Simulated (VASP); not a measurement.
# ZnS (F-43m) in VASP: single point with r2SCAN

Aim: the single point of ZnS with r2SCAN.

All numbers are computed with VASP 6.6.1; they aren't measurements. Logs are shortened: lines on timing, memory, paths and dates and some standing lists are left out, and cuts for length are marked.

**What was measured.**

“Electronic, vibrational, and thermodynamic properties of ZnS (zincblende and rocksalt structure)”, 2009, arxiv:0911.5022 quotes, for a bulk crystal of ZnS at 19 K: band gap 3.85 eV (direct).

How close the calculation comes is told below.

### 1 The cell of the first run

The structure is cubic, space group F-43m (No. 216). Conventional cell: a = 5.388 Å, b = 5.388 Å, c = 5.388 Å, α = 90.00°, β = 90.00°, γ = 90.00°. Zn (site symmetry -43m) has 4 S at 2.33 Å within 3.1 Å. S (site symmetry -43m) has 4 Zn at 2.33 Å within 3.1 Å.

### 2 Single point, r2SCAN

POSCAR reads:

```
ZnS
1.0
    0.0000000000      2.6940955541      2.6940955541
    2.6940955541      0.0000000000      2.6940955541
    2.6940955541      2.6940955541      0.0000000000
Zn S
1 1
Direct
    0.2500000000      0.2500000000      0.2500000000
    0.0000000000      0.0000000000      0.0000000000
```

INCAR.step1 reads:

```
ALGO = Normal
EDIFF = 1E-5
ENCUT = 550
GGA = PE
GGA_COMPAT = F
ISMEAR = 0
LASPH = T
LCHARG = F
LREAL = F
LWAVE = T
NBANDS = 16
NELM = 120
PREC = Accurate
SIGMA = 0.01
```

INCAR.step2 reads:

```
ALGO = Normal
EDIFF = 1E-6
ENCUT = 550
GGA_COMPAT = F
ISIF = 2
ISMEAR = 0
ISTART = 1
LASPH = T
LCHARG = T
LELF = T
LMIXTAU = T
LREAL = F
LVHAR = T
LWAVE = F
METAGGA = R2SCAN
NBANDS = 16
NELM = 120
PREC = Accurate
SIGMA = 0.01
```

KPOINTS reads:

```
k-points
0
Gamma
  6 6 6
```

Potentials or basis: VASP PAW PBE potentials, release 64 (Zn, S).

Started as:

```console
> cat potpaw_PBE.64/Zn/POTCAR potpaw_PBE.64/S/POTCAR > POTCAR
> cp INCAR.step1 INCAR
> mpirun -np 1 vasp_std > vasp.out
> cp INCAR.step2 INCAR
> mpirun -np 1 vasp_std > vasp.out
```

OUTCAR:

```text
EDIFF = 1E-6
   ENCUT = 550
   ISIF = 2
   ISMEAR = 0
   ISTART = 1
   LASPH = T
   LREAL = F
   METAGGA = R2SCAN
   NELM = 120
   PREC = Accurate

 ion  position               nearest neighbor table
   1  0.250  0.250  0.250-   2 2.33   2 2.33   2 2.33   2 2.33
   2  0.000  0.000  0.000-   1 2.33   1 2.33   1 2.33   1 2.33

  LATTYP: Found a face centered cubic cell.
 ALAT       =     5.3881911082

  Lattice vectors:

 A1 = (   0.0000000000,   2.6940955541,   2.6940955541)
 A2 = (   2.6940955541,   0.0000000000,   2.6940955541)
 A3 = (   2.6940955541,   2.6940955541,   0.0000000000)

Analysis of symmetry for initial positions (statically):
=====================================================================
 Subroutine PRICEL returns:
 Original cell was already a primitive cell.

 Routine SETGRP: Setting up the symmetry group for a
 face centered cubic supercell.

 Subroutine GETGRP returns: Found 24 space group operations
 (whereof 24 operations were pure point group operations)
 out of a pool of 48 trial point group operations.

The static configuration has the point symmetry T_d .

Analysis of symmetry for dynamics (positions and initial velocities):
=====================================================================
 Subroutine PRICEL returns:
 Original cell was already a primitive cell.

 Routine SETGRP: Setting up the symmetry group for a
 face centered cubic supercell.

 Subroutine GETGRP returns: Found 24 space group operations
 (whereof 24 operations were pure point group operations)
 out of a pool of 48 trial point group operations.

The dynamic configuration has the point symmetry T_d .

 Subroutine INISYM returns: Found 24 space group operations
 (whereof 24 operations are pure point group operations),
 and found     1 'primitive' translations

----------------------------------------------------------------------------------------

                                     Primitive cell

  volume of cell :      39.1083

  direct lattice vectors                    reciprocal lattice vectors
     0.000000000  2.694095554  2.694095554    -0.185591042  0.185591042  0.185591042
     2.694095554  0.000000000  2.694095554     0.185591042 -0.185591042  0.185591042
     2.694095554  2.694095554  0.000000000     0.185591042  0.185591042 -0.185591042

  length of vectors
     3.810026471  3.810026471  3.810026471     0.321453113  0.321453113  0.321453113

  position of ions in fractional coordinates (direct lattice)
     0.250000000  0.250000000  0.250000000
     0.000000000  0.000000000  0.000000000

  ion indices of the primitive-cell ions
   primitive index   ion index
                 1           1
                 2           2

----------------------------------------------------------------------------------------

 KPOINTS: k-points

Automatic generation of k-mesh.
 Grid dimensions read from file:
 generate k-points for:    6    6    6

 Generating k-lattice:

  Cartesian coordinates                     Fractional coordinates (reciprocal lattice)
    -0.030931840  0.030931840  0.030931840     0.166666667  0.000000000  0.000000000
     0.030931840 -0.030931840  0.030931840     0.000000000  0.166666667  0.000000000
     0.030931840  0.030931840 -0.030931840     0.000000000  0.000000000  0.166666667

  Length of vectors
     0.053575519  0.053575519  0.053575519

  Shift w.r.t. Gamma in fractional coordinates (k-lattice)
     0.000000000  0.000000000  0.000000000

 Subroutine IBZKPT returns following result:
 ===========================================

 Found     16 irreducible k-points:

 Following reciprocal coordinates:
            Coordinates               Weight
  0.000000  0.000000  0.000000      1.000000
  0.166667  0.000000  0.000000      8.000000
  0.333333  0.000000  0.000000      8.000000
  0.500000  0.000000  0.000000      4.000000
  0.166667  0.166667  0.000000      6.000000
  0.333333  0.166667  0.000000     24.000000
[... 8 lines left out ...]
 -0.333333  0.333333  0.166667     24.000000
 -0.333333  0.500000  0.166667     12.000000
   k-points           NKPTS =     16   k-points in BZ     NKDIM =     16   number of bands    NBANDS=     16
   number of dos      NEDOS =    301   number of ions     NIONS =      2
   total plane-waves  NPLWV =  27000
   dimension x,y,z NGX =    30 NGY =   30 NGZ =   30
   dimension x,y,z NGXF=    60 NGYF=   60 NGZF=   60
   ions per type =               1   1
   NGX,Y,Z   is equivalent  to a cutoff of  13.09, 13.09, 13.09 a.u.
   NGXF,Y,Z  is equivalent  to a cutoff of  26.18, 26.18, 26.18 a.u.
 SYSTEM =  unknown system
   PREC   = accura    normal or accurate (medium, high low for compatibility)
   ISTART =      1    job   : 0-new  1-cont  2-samecut
   ICHARG =      0    charge: 1-file 2-atom 10-const
   ISPIN  =      1    spin polarized calculation?
   LNONCOLLINEAR =      F non collinear calculations
   LSORBIT =      F    spin-orbit coupling
   LASPH  =      T    aspherical Exc in radial PAW
   ENCUT  =  550.0 eV  40.42 Ry    6.36 a.u.   7.29  7.29  7.29*2*pi/ulx,y,z
   NELM   =    120;   NELMIN=  2; NELMDL=  0     # of ELM steps
   EDIFF  = 0.1E-05   stopping-criterion for ELM
   LREAL  =      F    real-space projection
[... 7 lines left out ...]
   TEBEG  =    0.0;   TEEND  =   0.0 temperature during run
   PSTRESS=    0.0 pullay stress
   NELECT =      18.0000    total number of electrons
   NUPDOWN=      -1.0000    fix difference up-down
   EMIN   =  10.00;   EMAX   =-10.00  energy-range for DOS
   EFERMI =   0.00;   METHOD = LEGACY
   ISMEAR =     0;   SIGMA  =   0.01  broadening in eV -4-tet -1-fermi 0-gaus
   EFERMI_NEDOS =   21; number of points for ismear=-14 and -15
   IALGO  =     38    algorithm
   IMIX   =      4    mixing-type and parameters
     AMIX     =   0.40;   BMIX     =  1.00
     AMIX_MAG =   1.60;   BMIX_MAG =  1.00
  volume/ion in A,a.u.               =      19.55       131.96
  Fermi-wavevector in a.u.,A,eV,Ry     =   1.263987  2.388589 21.737533  1.597664
  Thomas-Fermi vector in A             =   2.397316
   LORBIT       =      0    0 simple, 1 ext, 2 COOP (PROOUT), +10 PAW based schemes
   METAGGA = R2SCAN    functional components
   LHFCALC =     F    Hartree Fock is set to
   AEXX    =    0.0000 exact exchange contribution
   IVDW    =     0    specifies the selected vdW correction
   LEPSILON=     F    determine dielectric tensor
   LRPA    =     F    only Hartree local field effects (RPA)
 non-spin polarized calculation
 Gauss-broadening in eV      SIGMA  =   0.01
  energy-cutoff  :      550.00
  volume of cell :       39.11
 maximum number of plane-waves:      1167
 NGX is ok and might be reduce to    30
   NGX = 15   NGY = 15   NGZ = 15

 number of electron      18.0000017 magnetization

 Free energy of the ion-electron system (eV)
  ---------------------------------------------------
  ext. energy  EPLUGINS =         0.00000000
  ---------------------------------------------------
  free energy    TOTEN  =       -18.86404449 eV

  energy without entropy =      -18.86404449  energy(sigma->0) =      -18.86404449

 E-fermi :   1.9714     XC(G=0): -10.3281

 val. band max:        1.9154964982   @ k =   0.0000   0.0000   0.0000
 cond. band min:       4.6306112623   @ k =   0.0000   0.0000   0.0000
 fundamental gap:      2.7151147640
 Fermi energy:         1.9713970293

 k-point     1 :       0.0000    0.0000    0.0000
  band No.  band energies     occupation
      1     -11.8231      2.00000
      2      -4.6205      2.00000
      3      -4.6205      2.00000
      4      -4.6205      2.00000
      5      -4.0637      2.00000
      6      -4.0637      2.00000
[... 8 lines left out ...]
     15      14.2286      0.00000
     16      14.5070      0.00000

 k-point     2 :       0.1667    0.0000    0.0000
  band No.  band energies     occupation
      1     -11.6128      2.00000
      2      -4.6100      2.00000
      3      -4.5826      2.00000
      4      -4.5825      2.00000
      5      -4.0656      2.00000
      6      -4.0656      2.00000
[... 8 lines left out ...]
     15      13.4145      0.00000
     16      15.2904      0.00000

 k-point     3 :       0.3333    0.0000    0.0000
  band No.  band energies     occupation
      1     -11.1365      2.00000
      2      -4.5177      2.00000
      3      -4.5177      2.00000
      4      -4.4401      2.00000
      5      -4.0520      2.00000
      6      -4.0520      2.00000
[... 8 lines left out ...]
     15      14.0921      0.00000
     16      14.3994      0.00000

 k-point     4 :       0.5000    0.0000    0.0000
  band No.  band energies     occupation
      1     -10.8612      2.00000
      2      -4.4934      2.00000
      3      -4.4934      2.00000
      4      -4.0336      2.00000
      5      -4.0336      2.00000
      6      -3.8626      2.00000
[... 8 lines left out ...]
     15      15.9992      0.00000
     16      15.9992      0.00000

 k-point     5 :       0.1667    0.1667    0.0000
  band No.  band energies     occupation
      1     -11.5426      2.00000
      2      -4.6494      2.00000
      3      -4.5473      2.00000
      4      -4.5473      2.00000
      5      -4.0912      2.00000
      6      -4.0438      2.00000
[... 8 lines left out ...]
     15      14.6019      0.00000
     16      16.7174      0.00000

 k-point     6 :       0.3333    0.1667    0.0000
  band No.  band energies     occupation
      1     -11.1505      2.00000
      2      -4.5991      2.00000
      3      -4.4707      2.00000
      4      -4.4540      2.00000
      5      -4.0843      2.00000
      6      -4.0270      2.00000
[... 8 lines left out ...]
     15      15.0875      0.00000
     16      16.5979      0.00000
[... 115 lines left out ...]
 k-point    13 :       0.5000    0.5000    0.0000
  band No.  band energies     occupation
      1     -10.5369      2.00000
      2      -4.6277      2.00000
      3      -4.2517      2.00000
      4      -4.2517      2.00000
      5      -3.9841      2.00000
      6      -3.8458      2.00000
[... 8 lines left out ...]
     15      16.2852      0.00000
     16      17.1686      0.00000

 k-point    14 :       0.5000    0.3333    0.1667
  band No.  band energies     occupation
      1     -10.8059      2.00000
      2      -4.5136      2.00000
      3      -4.4223      2.00000
      4      -4.2968      2.00000
      5      -4.0400      2.00000
      6      -3.9918      2.00000
[... 8 lines left out ...]
     15      16.6671      0.00000
     16      17.3371      0.00000

 k-point    15 :      -0.3333    0.3333    0.1667
  band No.  band energies     occupation
      1     -10.6183      2.00000
      2      -4.4714      2.00000
      3      -4.3778      2.00000
      4      -4.1244      2.00000
      5      -4.0767      2.00000
      6      -3.7486      2.00000
[... 8 lines left out ...]
     15      16.4652      0.00000
     16      17.1405      0.00000

 k-point    16 :      -0.3333    0.5000    0.1667
  band No.  band energies     occupation
      1     -10.5322      2.00000
      2      -4.5094      2.00000
      3      -4.2991      2.00000
      4      -4.2009      2.00000
      5      -4.0408      2.00000
      6      -3.7049      2.00000
[... 8 lines left out ...]
     15      16.5413      0.00000
     16      17.6128      0.00000

------------------------ aborting loop because EDIFF is reached ----------------------------------------

  FORCE on cell =-STRESS in cart. coord.  units (eV):
  Direction    XX          YY          ZZ          XY          YZ          ZX
  --------------------------------------------------------------------------------------
  -------------------------------------------------------------------------------------
  Total        0.0111228      0.0111228      0.0111228      0.0000000      0.0000000      0.0000000
  in kB        0.4556740      0.4556740      0.4556740      0.0000000      0.0000000      0.0000000
  external PRESSURE =       0.4556740 kB  Pullay stress =       0.0000000 kB

 VOLUME and BASIS-vectors are now :
 -----------------------------------------------------------------------------
  energy-cutoff  :      550.00
  volume of cell :       39.11
      direct lattice vectors                 reciprocal lattice vectors
     0.000000000  2.694095554  2.694095554    -0.185591042  0.185591042  0.185591042
     2.694095554  0.000000000  2.694095554     0.185591042 -0.185591042  0.185591042
     2.694095554  2.694095554  0.000000000     0.185591042  0.185591042 -0.185591042

 POSITION                                       TOTAL-FORCE (eV/Angst)
 -----------------------------------------------------------------------------------
      1.34705      1.34705      1.34705         0.000000      0.000000      0.000000
      0.00000      0.00000      0.00000        -0.000000     -0.000000     -0.000000
 -----------------------------------------------------------------------------------
    total drift:                                0.000001      0.000001      0.000001

  FREE ENERGIE OF THE ION-ELECTRON SYSTEM (eV)
  ---------------------------------------------------
  free  energy   TOTEN  =       -18.8640444922 eV

  energy  without entropy=      -18.8640444922  energy(sigma->0) =      -18.86404449
```

It took 36 s on 1 thread of Intel Xeon Platinum 8488C (Sapphire Rapids), shared host; peak memory 0.17 GiB.

Results:

* Free energy: -18.8640 eV
* Pressure: 0.0 GPa
* Band gap on the k mesh: 2.72 eV

Levels at points of the mesh, in eV from the valence-band top:
| k point | band 5 | band 6 | band 7 | band 8 | band 9 | band 10 | band 11 | band 12 | band 13 | band 14 |
| --- | --- | --- | --- | --- | --- | --- | --- | --- | --- | --- |
| (0.00, 0.00, 0.00) | -5.98 | -5.98 | 0.00 | 0.00 | 0.00 | 2.72 | 6.89 | 6.89 | 6.89 | 12.31 |
| (0.50, 0.00, 0.00) | -5.95 | -5.78 | -5.46 | -0.90 | -0.90 | 3.83 | 7.39 | 7.39 | 9.45 | 12.91 |
| (0.50, 0.50, 0.00) | -5.90 | -5.76 | -4.65 | -2.31 | -2.31 | 3.71 | 4.48 | 11.83 | 12.88 | 12.88 |

Caveat: the PAW data sets were made with another functional, which shifts forces and pressure a little.

### 3 Against experiment

Step 2. A measured gap of ZnS is 3.85 eV (direct; 19 K; quoted in “Electronic, vibrational, and thermodynamic properties of ZnS (zincblende and rocksalt structure)”, 2009, arxiv:0911.5022); the calculated 2.72 eV misses it by -1.13 eV. The value is that of r2SCAN, without temperature or zero-point motion.
